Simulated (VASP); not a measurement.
# TiSi16 (a cell with a defect) in VASP: relaxation of the atoms with PBEsol

Aim: the relaxation of the atoms of TiSi16 (a cell with a defect) with PBEsol.

Everything below comes from runs of VASP 6.6.1. Logs are shortened: lines on timing, memory, paths and dates and some standing lists are left out, and cuts for length are marked.

## Step 1: The cell of the first run

The cell holds a defect, 17 atoms: a = 7.679 Å, b = 7.679 Å, c = 7.679 Å, α = 60.00°, β = 60.00°, γ = 60.00°.

## Step 2: Relaxation of the atoms, PBEsol

INCAR

```
SYSTEM = TiSi16
PREC = Accurate ; ENCUT = 520
EDIFF = 1E-6 ; ISMEAR = 0
SIGMA = 0.02 ; LREAL = Auto
LASPH = .TRUE. ; NELM = 60
ALGO = Normal ; ISIF = 2
LWAVE = .FALSE. ; LCHARG = .FALSE.
GGA = PS ; IBRION = 2
NSW = 80 ; EDIFFG = -0.03
```

KPOINTS

```
regular mesh
0
G
  2 2 2
  0 0 0
```

POSCAR

```
TiSi16
1.0
    0.0000000000      5.4300000000      5.4300000000
    5.4300000000      0.0000000000      5.4300000000
    5.4300000000      5.4300000000      0.0000000000
Si Ti
16 1
Direct
    0.0000000000      0.0000000000      0.0000000000
    0.1250000000      0.1250000000      0.1250000000
    0.0000000000      0.0000000000      0.5000000000
    0.1250000000      0.1250000000      0.6250000000
    0.0000000000      0.5000000000      0.0000000000
    0.1250000000      0.6250000000      0.1250000000
    0.0000000000      0.5000000000      0.5000000000
    0.1250000000      0.6250000000      0.6250000000
    0.5000000000      0.0000000000      0.0000000000
    0.6250000000      0.1250000000      0.1250000000
    0.5000000000      0.0000000000      0.5000000000
    0.6250000000      0.1250000000      0.6250000000
    0.5000000000      0.5000000000      0.0000000000
    0.6250000000      0.6250000000      0.1250000000
    0.5000000000      0.5000000000      0.5000000000
    0.6250000000      0.6250000000      0.6250000000
    0.2365471600      0.2579542300      0.2555988000
```

Potentials or basis: VASP PAW PBE potentials, release 64 (Si, Ti_sv).

Run with:

```sh
cat potpaw_PBE.64/Si/POTCAR potpaw_PBE.64/Ti_sv/POTCAR > POTCAR
mpirun -np 1 vasp_std > vasp.out
```

OUTCAR:

```text
SYSTEM = TiSi16
   PREC = Accurate
   ENCUT = 520
   EDIFF = 1E-6
   ISMEAR = 0
   LREAL = Auto
   LASPH = .TRUE.
   NELM = 60
   ISIF = 2
   GGA = PS
   IBRION = 2
   NSW = 80
   EDIFFG = -0.03

 ion  position               nearest neighbor table
   1  0.000  0.000  0.000-   2 2.35   4 2.35   6 2.35  10 2.35
   2  0.125  0.125  0.125-   1 2.35   3 2.35   5 2.35   9 2.35  17 2.35
   3  0.000  0.000  0.500-   2 2.35   4 2.35   8 2.35  12 2.35  17 2.69
   4  0.125  0.125  0.625-  17 2.32   3 2.35   7 2.35  11 2.35   1 2.35
   5  0.000  0.500  0.000-   2 2.35   6 2.35   8 2.35  14 2.35  17 2.67
   6  0.125  0.625  0.125-  17 2.30   5 2.35   7 2.35  13 2.35   1 2.35
   7  0.000  0.500  0.500-   4 2.35   6 2.35   8 2.35  16 2.35  17 2.64
   8  0.125  0.625  0.625-   3 2.35   5 2.35   7 2.35  15 2.35
   9  0.500  0.000  0.000-   2 2.35  10 2.35  12 2.35  14 2.35  17 2.79
  10  0.625  0.125  0.125-   1 2.35   9 2.35  11 2.35  13 2.35  17 2.44
  11  0.500  0.000  0.500-   4 2.35  10 2.35  12 2.35  16 2.35  17 2.76
  12  0.625  0.125  0.625-   3 2.35   9 2.35  11 2.35  15 2.35
  13  0.500  0.500  0.000-   6 2.35  10 2.35  14 2.35  16 2.35  17 2.75
  14  0.625  0.625  0.125-   5 2.35   9 2.35  13 2.35  15 2.35
  15  0.500  0.500  0.500-   8 2.35  12 2.35  14 2.35  16 2.35
  16  0.625  0.625  0.625-   7 2.35  11 2.35  13 2.35  15 2.35
  17  0.237  0.258  0.256-   6 2.30   4 2.32   2 2.35  10 2.44   7 2.64   5 2.67   3 2.69  13 2.75
                            11 2.76   9 2.79

  LATTYP: Found a face centered cubic cell.
 ALAT       =    10.8600000000

  Lattice vectors:

 A1 = (   0.0000000000,   5.4300000000,   5.4300000000)
 A2 = (   5.4300000000,   0.0000000000,   5.4300000000)
 A3 = (   5.4300000000,   5.4300000000,   0.0000000000)

Analysis of symmetry for initial positions (statically):
=====================================================================
 Subroutine PRICEL returns:
 Original cell was already a primitive cell.

 Routine SETGRP: Setting up the symmetry group for a
 face centered cubic supercell.

 Subroutine GETGRP returns: Found  1 space group operations
 (whereof  1 operations were pure point group operations)
 out of a pool of 48 trial point group operations.

The static configuration has the point symmetry C_1 .

Analysis of symmetry for dynamics (positions and initial velocities):
=====================================================================
 Subroutine PRICEL returns:
 Original cell was already a primitive cell.

 Routine SETGRP: Setting up the symmetry group for a
 face centered cubic supercell.

 Subroutine GETGRP returns: Found  1 space group operations
 (whereof  1 operations were pure point group operations)
 out of a pool of 48 trial point group operations.

The dynamic configuration has the point symmetry C_1 .

 Subroutine INISYM returns: Found  1 space group operations
 (whereof  1 operations are pure point group operations),
 and found     1 'primitive' translations

----------------------------------------------------------------------------------------

                                     Primitive cell

  volume of cell :     320.2060

  direct lattice vectors                    reciprocal lattice vectors
     0.000000000  5.430000000  5.430000000    -0.092081031  0.092081031  0.092081031
     5.430000000  0.000000000  5.430000000     0.092081031 -0.092081031  0.092081031
     5.430000000  5.430000000  0.000000000     0.092081031  0.092081031 -0.092081031

  length of vectors
     7.679179644  7.679179644  7.679179644     0.159489025  0.159489025  0.159489025

  position of ions in fractional coordinates (direct lattice)
     0.000000000  0.000000000  0.000000000
     0.125000000  0.125000000  0.125000000
     0.000000000  0.000000000  0.500000000
     0.125000000  0.125000000  0.625000000
     0.000000000  0.500000000  0.000000000
     0.125000000  0.625000000  0.125000000
[... 9 lines left out ...]
     0.625000000  0.625000000  0.625000000
     0.236547160  0.257954230  0.255598800

  ion indices of the primitive-cell ions
   primitive index   ion index
                 1           1
                 2           2
                 3           3
                 4           4
                 5           5
                 6           6
[... 9 lines left out ...]
                16          16
                17          17

----------------------------------------------------------------------------------------

 KPOINTS: regular mesh

Automatic generation of k-mesh.
 Grid dimensions read from file:
 generate k-points for:    2    2    2

 Generating k-lattice:

  Cartesian coordinates                     Fractional coordinates (reciprocal lattice)
    -0.046040516  0.046040516  0.046040516     0.500000000  0.000000000  0.000000000
     0.046040516 -0.046040516  0.046040516     0.000000000  0.500000000  0.000000000
     0.046040516  0.046040516 -0.046040516     0.000000000  0.000000000  0.500000000

  Length of vectors
     0.079744512  0.079744512  0.079744512

  Shift w.r.t. Gamma in fractional coordinates (k-lattice)
     0.000000000  0.000000000  0.000000000

 Subroutine IBZKPT returns following result:
 ===========================================

 Found      8 irreducible k-points:

 Following reciprocal coordinates:
            Coordinates               Weight
  0.000000  0.000000  0.000000      1.000000
  0.500000  0.000000  0.000000      1.000000
  0.000000  0.500000  0.000000      1.000000
  0.000000  0.000000  0.500000      1.000000
  0.500000  0.500000  0.500000      1.000000
  0.500000  0.500000  0.000000      1.000000
  0.000000  0.500000  0.500000      1.000000
  0.500000  0.000000  0.500000      1.000000
   k-points           NKPTS =      8   k-points in BZ     NKDIM =      8   number of bands    NBANDS=     47
   number of dos      NEDOS =    301   number of ions     NIONS =     17
   total plane-waves  NPLWV = 216000
   dimension x,y,z NGX =    60 NGY =   60 NGZ =   60
   dimension x,y,z NGXF=   120 NGYF=  120 NGZF=  120
   ions per type =              16   1
   NGX,Y,Z   is equivalent  to a cutoff of  12.99, 12.99, 12.99 a.u.
   NGXF,Y,Z  is equivalent  to a cutoff of  25.98, 25.98, 25.98 a.u.
 SYSTEM =  TiSi16
   PREC   = accura    normal or accurate (medium, high low for compatibility)
   ISTART =      0    job   : 0-new  1-cont  2-samecut
   ICHARG =      2    charge: 1-file 2-atom 10-const
   ISPIN  =      1    spin polarized calculation?
   LNONCOLLINEAR =      F non collinear calculations
   LSORBIT =      F    spin-orbit coupling
   LASPH  =      T    aspherical Exc in radial PAW
   ENCUT  =  520.0 eV  38.22 Ry    6.18 a.u.  14.28 14.28 14.28*2*pi/ulx,y,z
   NELM   =     60;   NELMIN=  2; NELMDL= -5     # of ELM steps
   EDIFF  = 0.1E-05   stopping-criterion for ELM
   LREAL  =      T    real-space projection
   EDIFFG = -.3E-01   stopping-criterion for IOM
   NSW    =     80    number of steps for IOM
   IBRION =      2    ionic relax: 0-MD 1-quasi-New 2-CG
   NFREE  =      1    steps in history (QN), initial steepest desc. (CG)
   ISIF   =      2    stress and relaxation
   ISYM   =      2    0-nonsym 1-usesym 2-fastsym
   POTIM  = 0.5000    time-step for ionic-motion
   TEBEG  =    0.0;   TEEND  =   0.0 temperature during run
   PSTRESS=    0.0 pullay stress
   NELECT =      76.0000    total number of electrons
   NUPDOWN=      -1.0000    fix difference up-down
   EMIN   =  10.00;   EMAX   =-10.00  energy-range for DOS
   EFERMI =   0.00;   METHOD = LEGACY
   ISMEAR =     0;   SIGMA  =   0.02  broadening in eV -4-tet -1-fermi 0-gaus
   EFERMI_NEDOS =   21; number of points for ismear=-14 and -15
   IALGO  =     38    algorithm
   IMIX   =      4    mixing-type and parameters
     AMIX     =   0.40;   BMIX     =  1.00
     AMIX_MAG =   1.60;   BMIX_MAG =  1.00
  volume/ion in A,a.u.               =      18.84       127.11
  Fermi-wavevector in a.u.,A,eV,Ry     =   1.013607  1.915439 13.978610  1.027399
  Thomas-Fermi vector in A             =   2.146786
   LORBIT       =      0    0 simple, 1 ext, 2 COOP (PROOUT), +10 PAW based schemes
   GGA     = PS    functional components
   LHFCALC =     F    Hartree Fock is set to
   AEXX    =    0.0000 exact exchange contribution
   IVDW    =     0    specifies the selected vdW correction
   LEPSILON=     F    determine dielectric tensor
   LRPA    =     F    only Hartree local field effects (RPA)
 conjugate gradient relaxation of ions
 non-spin polarized calculation
 Gauss-broadening in eV      SIGMA  =   0.02
  energy-cutoff  :      520.00
  volume of cell :      320.21
 maximum number of plane-waves:      8646
 NGX is ok and might be reduce to    60
   NGX = 29   NGY = 29   NGZ = 29

--------------------------------------- Ionic step        1  -------------------------------------------

 number of electron      76.0000003 magnetization

 Free energy of the ion-electron system (eV)
  ---------------------------------------------------
  ext. energy  EPLUGINS =         0.00000000
  ---------------------------------------------------
  free energy    TOTEN  =       -97.89080589 eV

  energy without entropy =      -97.87890333  energy(sigma->0) =      -97.88485461

------------------------ aborting loop because EDIFF is reached ----------------------------------------

  FORCE on cell =-STRESS in cart. coord.  units (eV):
  Direction    XX          YY          ZZ          XY          YZ          ZX
  --------------------------------------------------------------------------------------
  -------------------------------------------------------------------------------------
  Total        5.7746477      5.8410483      5.8646824      0.4248033     -1.0050614      0.5787157
  in kB       28.8939282     29.2261692     29.3444243      2.1255387     -5.0289078      2.8956518
  external PRESSURE =      29.1548406 kB  Pullay stress =       0.0000000 kB
[... 342 lines left out ...]
  energy  without entropy=      -98.3101073809  energy(sigma->0) =      -98.31269580

--------------------------------------- Ionic step        8  -------------------------------------------

 number of electron      75.9999998 magnetization

 Free energy of the ion-electron system (eV)
  ---------------------------------------------------
  ext. energy  EPLUGINS =         0.00000000
  ---------------------------------------------------
  free energy    TOTEN  =       -98.31550548 eV

  energy without entropy =      -98.31037709  energy(sigma->0) =      -98.31294129

 E-fermi :   6.8343     XC(G=0):  -9.8812

 val. band max:        6.7770033341   @ k =   0.0000   0.5000   0.5000
 cond. band min:       6.8431284455   @ k =   0.5000   0.5000   0.5000
 fundamental gap:      0.0661251114
 Fermi energy:         6.8343346901

 k-point     1 :       0.0000    0.0000    0.0000
  band No.  band energies     occupation
      1     -49.7292      2.00000
      2     -26.2143      2.00000
      3     -26.2100      2.00000
      4     -26.1942      2.00000
      5      -5.7877      2.00000
      6      -3.5561      2.00000
[... 433 lines left out ...]
  FREE ENERGIE OF THE ION-ELECTRON SYSTEM (eV)
  ---------------------------------------------------
  free  energy   TOTEN  =       -98.3155054840 eV

  energy  without entropy=      -98.3103770940  energy(sigma->0) =      -98.31294129

 reached required accuracy - stopping structural energy minimisation
```

Run time: 34 min. Hardware: 1 thread of Oxide Virtual Turin-like, shared host; peak memory 0.53 GiB.

Results:

```yaml
Free_energy: -98.3155 eV
Energy_gained_by_relaxing: 25.0 meV/atom
Ionic_steps: 8
Pressure_after_relaxing: 2.1 GPa
Largest_force_after_relaxing: 0.019 eV/Å
Band_gap_on_the_k_mesh: zero (bands 38 and 39 overlap by 0.39 eV)
```

Forces in eV/Å, atoms in the order of the input:
```
Si   0.006 -0.005 -0.002
Si   0.007  0.000 -0.001
Si   0.003  0.005  0.006
Si   0.001 -0.001 -0.005
Si   0.005  0.008  0.006
Si   0.003 -0.006  0.001
Si  -0.015 -0.003  0.001
Si   0.000 -0.006 -0.007
Si  -0.004 -0.008 -0.010
Si  -0.005  0.006  0.007
Si   0.010  0.003 -0.014
Si  -0.007  0.004  0.002
Si   0.012 -0.015  0.002
Si  -0.007  0.003  0.004
Si  -0.003  0.001  0.001
Si  -0.007  0.007  0.006
Ti   0.002  0.006  0.003
```

Step by step:
```
step  energy change (eV)  largest force (eV/Å)  pressure (GPa)
   1              0.0000                2.2603            2.92
   2             -0.4024                0.6561            2.03
   3             -0.4090                0.3998            2.08
   4             -0.4218                0.2177            2.06
   5             -0.4221                0.1697            2.06
   6             -0.4244                0.0480            2.07
   7             -0.4245                0.0320            2.08
   8             -0.4247                0.0189            2.07
```

Final structure:
```xyz
17
Lattice="0.0000 5.4300 5.4300 5.4300 0.0000 5.4300 5.4300 5.4300 0.0000" Properties=species:S:1:pos:R:3 pbc="T T T"
Si    0.0170    5.4203    5.4232
Si    1.3144    1.3135    1.3134
Si    8.1475    8.1464   10.8276
Si    4.1198    4.1202    1.3096
Si    8.1482   10.8274    8.1472
Si    4.1213    1.3082    4.1219
Si    5.4629    8.1438    8.1453
Si    6.7711    4.0903    4.0909
Si   10.8304    8.1410    8.1410
Si    1.3240    4.1067    4.1070
Si    8.1510    5.4605    8.1392
Si    4.0906    6.7705    4.0869
Si    8.1517    8.1384    5.4608
Si    4.0910    4.0868    6.7705
Si    5.4286    5.4309    5.4307
Si    6.7736    6.7690    6.7695
Ti    2.7254    2.7085    2.7103
```

Caveat: the k points lie up to 0.50 Å⁻¹ apart; the PAW data sets were made with another functional, which shifts forces and pressure a little.

The gap in the log of VASP goes by the Fermi energy; the results here count the filled bands.